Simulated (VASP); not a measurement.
# BaTiO3 (P4/mmm) in VASP: further runs, part 2 of 2

VASP 6.6.1. Earlier steps stand in the parts before.

### 4 Single point, PBE

This run uses another cell than the first one, of the same volume but with other edges.

File INCAR:

```
SYSTEM = BaTiO3
ALGO     = Normal         ! electronic algorithm
EDIFF    = 1E-6           ! SCF threshold, eV
ENCUT    = 520            ! plane-wave cutoff, eV
GGA      = PE             ! functional
ISIF     = 2              ! what is computed and relaxed
ISMEAR   = 0              ! smearing method
LASPH    = .TRUE.         ! aspherical terms in the spheres
LCHARG   = .FALSE.        ! write CHGCAR
LREAL    = .FALSE.        ! projectors in reciprocal space
LWAVE    = .FALSE.        ! write WAVECAR
NBANDS   = 28             ! bands
NELM     = 80             ! most SCF steps
PREC     = Accurate       ! precision mode
SIGMA    = 0.05           ! smearing width, eV
```

File KPOINTS:

```
k-points
0
G
  8 8 8
  0 0 0
```

File POSCAR:

```
BaTiO3
1.0
    3.5111224373      0.0000000000      0.0000000000
    0.0000000000      3.5111224373      0.0000000000
    0.0000000000      0.0000000000      5.2667484658
Ba Ti O
1 1 3
Direct
    0.0000000000      0.0000000000      0.0000000000
    0.5000000000      0.5000000000      0.5000000000
    0.5000000000      0.5000000000      0.0000000000
    0.5000000000      0.0000000000      0.5000000000
    0.0000000000      0.5000000000      0.5000000000
```

Potentials or basis: VASP PAW PBE potentials, release 64 (Ba_sv, Ti_sv, O).

Run with:

```sh
cat potpaw_PBE.64/Ba_sv/POTCAR potpaw_PBE.64/Ti_sv/POTCAR potpaw_PBE.64/O/POTCAR > POTCAR
mpirun -np 1 vasp_std > vasp.out
```

OUTCAR:

```text
SYSTEM = BaTiO3
   EDIFF = 1E-6
   ENCUT = 520
   GGA = PE
   ISIF = 2
   ISMEAR = 0
   LASPH = .TRUE.
   LREAL = .FALSE.
   NELM = 80
   PREC = Accurate

 ion  position               nearest neighbor table
   1  0.000  0.000  0.000-   3 2.48   3 2.48   3 2.48   3 2.48   5 3.16   4 3.16   5 3.16   5 3.16
                             5 3.16   4 3.16   4 3.16   4 3.16   2 3.62   2 3.62   2 3.62   2 3.62
   2  0.500  0.500  0.500-   4 1.76   5 1.76   4 1.76   5 1.76   1 3.62   1 3.62   1 3.62   1 3.62
                             1 3.62   1 3.62   1 3.62   1 3.62
   3  0.500  0.500  0.000-   1 2.48   1 2.48   1 2.48   1 2.48
   4  0.500  0.000  0.500-   2 1.76   2 1.76   1 3.16   1 3.16   1 3.16   1 3.16
   5  0.000  0.500  0.500-   2 1.76   2 1.76   1 3.16   1 3.16   1 3.16   1 3.16

  LATTYP: Found a simple tetragonal cell.
 ALAT       =     3.5111224373
 C/A-ratio  =     1.5000184584

  Lattice vectors:

 A1 = (   3.5111224373,   0.0000000000,   0.0000000000)
 A2 = (   0.0000000000,   3.5111224373,   0.0000000000)
 A3 = (   0.0000000000,   0.0000000000,   5.2667484658)

Analysis of symmetry for initial positions (statically):
=====================================================================
 Subroutine PRICEL returns:
 Original cell was already a primitive cell.

 Routine SETGRP: Setting up the symmetry group for a
 simple tetragonal supercell.

 Subroutine GETGRP returns: Found 16 space group operations
 (whereof 16 operations were pure point group operations)
 out of a pool of 16 trial point group operations.

The static configuration has the point symmetry D_4h.

Analysis of symmetry for dynamics (positions and initial velocities):
=====================================================================
 Subroutine PRICEL returns:
 Original cell was already a primitive cell.

 Routine SETGRP: Setting up the symmetry group for a
 simple tetragonal supercell.

 Subroutine GETGRP returns: Found 16 space group operations
 (whereof 16 operations were pure point group operations)
 out of a pool of 16 trial point group operations.

The dynamic configuration has the point symmetry D_4h.

 Subroutine INISYM returns: Found 16 space group operations
 (whereof 16 operations are pure point group operations),
 and found     1 'primitive' translations

----------------------------------------------------------------------------------------

                                     Primitive cell

  volume of cell :      64.9284

  direct lattice vectors                    reciprocal lattice vectors
     3.511122437  0.000000000  0.000000000     0.284809208  0.000000000  0.000000000
     0.000000000  3.511122437  0.000000000     0.000000000  0.284809208  0.000000000
     0.000000000  0.000000000  5.266748466     0.000000000  0.000000000  0.189870469

  length of vectors
     3.511122437  3.511122437  5.266748466     0.284809208  0.284809208  0.189870469

  position of ions in fractional coordinates (direct lattice)
     0.000000000  0.000000000  0.000000000
     0.500000000  0.500000000  0.500000000
     0.500000000  0.500000000  0.000000000
     0.500000000  0.000000000  0.500000000
     0.000000000  0.500000000  0.500000000

  ion indices of the primitive-cell ions
   primitive index   ion index
                 1           1
                 2           2
                 3           3
                 4           4
[... 22 lines left out ...]

 Subroutine IBZKPT returns following result:
 ===========================================

 Found     75 irreducible k-points:

 Following reciprocal coordinates:
            Coordinates               Weight
  0.000000  0.000000  0.000000      1.000000
  0.125000  0.000000  0.000000      4.000000
  0.250000  0.000000  0.000000      4.000000
  0.375000  0.000000  0.000000      4.000000
  0.500000  0.000000  0.000000      2.000000
  0.125000  0.125000  0.000000      4.000000
[... 16 lines left out ...]
  0.375000  0.125000  0.125000     16.000000
  0.500000  0.125000  0.125000      8.000000
 [... further k-points ...]
   k-points           NKPTS =     75   k-points in BZ     NKDIM =     75   number of bands    NBANDS=     28
   number of dos      NEDOS =    301   number of ions     NIONS =      5
   total plane-waves  NPLWV =  31360
   dimension x,y,z NGX =    28 NGY =   28 NGZ =   40
   dimension x,y,z NGXF=    56 NGYF=   56 NGZF=   80
   ions per type =               1   1   3
   NGX,Y,Z   is equivalent  to a cutoff of  13.26, 13.26, 12.63 a.u.
   NGXF,Y,Z  is equivalent  to a cutoff of  26.52, 26.52, 25.25 a.u.
 SYSTEM =  BaTiO3
   PREC   = accura    normal or accurate (medium, high low for compatibility)
   ISTART =      0    job   : 0-new  1-cont  2-samecut
   ICHARG =      2    charge: 1-file 2-atom 10-const
   ISPIN  =      1    spin polarized calculation?
   LNONCOLLINEAR =      F non collinear calculations
   LSORBIT =      F    spin-orbit coupling
   LASPH  =      T    aspherical Exc in radial PAW
   ENCUT  =  520.0 eV  38.22 Ry    6.18 a.u.   6.53  6.53  9.79*2*pi/ulx,y,z
   NELM   =     80;   NELMIN=  2; NELMDL= -5     # of ELM steps
   EDIFF  = 0.1E-05   stopping-criterion for ELM
   LREAL  =      F    real-space projection
[... 7 lines left out ...]
   TEBEG  =    0.0;   TEEND  =   0.0 temperature during run
   PSTRESS=    0.0 pullay stress
   NELECT =      40.0000    total number of electrons
   NUPDOWN=      -1.0000    fix difference up-down
   EMIN   =  10.00;   EMAX   =-10.00  energy-range for DOS
   EFERMI =   0.00;   METHOD = LEGACY
   ISMEAR =     0;   SIGMA  =   0.05  broadening in eV -4-tet -1-fermi 0-gaus
   EFERMI_NEDOS =   21; number of points for ismear=-14 and -15
   IALGO  =     38    algorithm
   IMIX   =      4    mixing-type and parameters
     AMIX     =   0.40;   BMIX     =  1.00
     AMIX_MAG =   1.60;   BMIX_MAG =  1.00
  volume/ion in A,a.u.               =      12.99        87.63
  Fermi-wavevector in a.u.,A,eV,Ry     =   1.392996  2.632381 26.401274  1.940439
  Thomas-Fermi vector in A             =   2.516685
   LORBIT       =      0    0 simple, 1 ext, 2 COOP (PROOUT), +10 PAW based schemes
   GGA     = PE    functional components
   LHFCALC =     F    Hartree Fock is set to
   AEXX    =    0.0000 exact exchange contribution
   IVDW    =     0    specifies the selected vdW correction
   LEPSILON=     F    determine dielectric tensor
   LRPA    =     F    only Hartree local field effects (RPA)
 non-spin polarized calculation
 Gauss-broadening in eV      SIGMA  =   0.05
  energy-cutoff  :      520.00
  volume of cell :       64.93
 maximum number of plane-waves:      1775
 NGX is ok and might be reduce to    28

 number of electron      39.9999988 magnetization

 Free energy of the ion-electron system (eV)
  ---------------------------------------------------
  ext. energy  EPLUGINS =         0.00000000
  ---------------------------------------------------
  free energy    TOTEN  =       -35.98904456 eV

  energy without entropy =      -35.98904456  energy(sigma->0) =      -35.98904456

 E-fermi :   5.2650     XC(G=0): -11.0364

 val. band max:        4.9152662252   @ k =   0.5000   0.5000   0.5000
 cond. band min:       5.7694601425   @ k =   0.0000   0.0000   0.0000
 fundamental gap:      0.8541939173
 Fermi energy:         5.2650454035

 k-point     1 :       0.0000    0.0000    0.0000
  band No.  band energies     occupation
      1     -52.3665      2.00000
      2     -28.7710      2.00000
      3     -28.7710      2.00000
      4     -28.7099      2.00000
      5     -21.1374      2.00000
      6     -14.1333      2.00000
[... 733 lines left out ...]
     27      12.2417      0.00000
     28      12.4291      0.00000

 [... further k-points ...]

------------------------ aborting loop because EDIFF is reached ----------------------------------------

  FORCE on cell =-STRESS in cart. coord.  units (eV):
  Direction    XX          YY          ZZ          XY          YZ          ZX
  --------------------------------------------------------------------------------------
  -------------------------------------------------------------------------------------
  Total       27.2200489     27.2200489     -5.1263590      0.0000000     -0.0000000      0.0000000
  in kB      671.6839293    671.6839293   -126.4984131      0.0000000     -0.0000000      0.0000000
  external PRESSURE =     405.6231485 kB  Pullay stress =       0.0000000 kB

 VOLUME and BASIS-vectors are now :
 -----------------------------------------------------------------------------
  energy-cutoff  :      520.00
  volume of cell :       64.93
      direct lattice vectors                 reciprocal lattice vectors
     3.511122437  0.000000000  0.000000000     0.284809208  0.000000000  0.000000000
     0.000000000  3.511122437  0.000000000     0.000000000  0.284809208  0.000000000
     0.000000000  0.000000000  5.266748466     0.000000000  0.000000000  0.189870469

 POSITION                                       TOTAL-FORCE (eV/Angst)
 -----------------------------------------------------------------------------------
      0.00000      0.00000      0.00000         0.000000      0.000000      0.000000
      1.75556      1.75556      2.63337         0.000000      0.000000      0.000000
      1.75556      1.75556      0.00000         0.000000      0.000000      0.000000
      1.75556      0.00000      2.63337         0.000000      0.000000      0.000000
      0.00000      1.75556      2.63337         0.000000      0.000000      0.000000
 -----------------------------------------------------------------------------------
    total drift:                                0.000000      0.000000      0.000000

  FREE ENERGIE OF THE ION-ELECTRON SYSTEM (eV)
  ---------------------------------------------------
  free  energy   TOTEN  =       -35.9890445598 eV

  energy  without entropy=      -35.9890445598  energy(sigma->0) =      -35.98904456
```

Wall time 3.8 min (1 thread of Intel Xeon 8259CL, shared host); peak memory 0.27 GiB.

What came out:

* Free energy: -35.9890 eV
* Pressure: 40.6 GPa
* Band gap on the k mesh: 0.85 eV (least direct gap 1.55 eV)

Caveat: the cell stands under pressure; spin-orbit coupling is left out, which moves the levels of the heavy elements. A k mesh can miss the band edges.

### 5 The runs side by side

```tsv
cell	gap on the mesh (eV)	pressure (GPa)
a = 4.133, b = 4.133, c = 3.802 Å, 5 atoms	1.55	3.4
a = 3.894, b = 3.894, c = 4.283 Å, 5 atoms	1.55	3.8
a = 3.511, b = 3.511, c = 5.267 Å, 5 atoms	0.85	40.6
```

Alike in all rows: task single point; level PBE; potentials or basis VASP PAW PBE potentials, release 64 (Ba_sv, Ti_sv, O); no spin polarisation; k mesh 8 × 8 × 8; cutoff (eV) 520; smearing gaussian 0.05 eV.

Caveats: the cell stands under pressure; spin-orbit coupling is left out, which moves the levels of the heavy elements.

Total energies depend on the potentials used, so only differences within one code and one set of settings carry meaning.
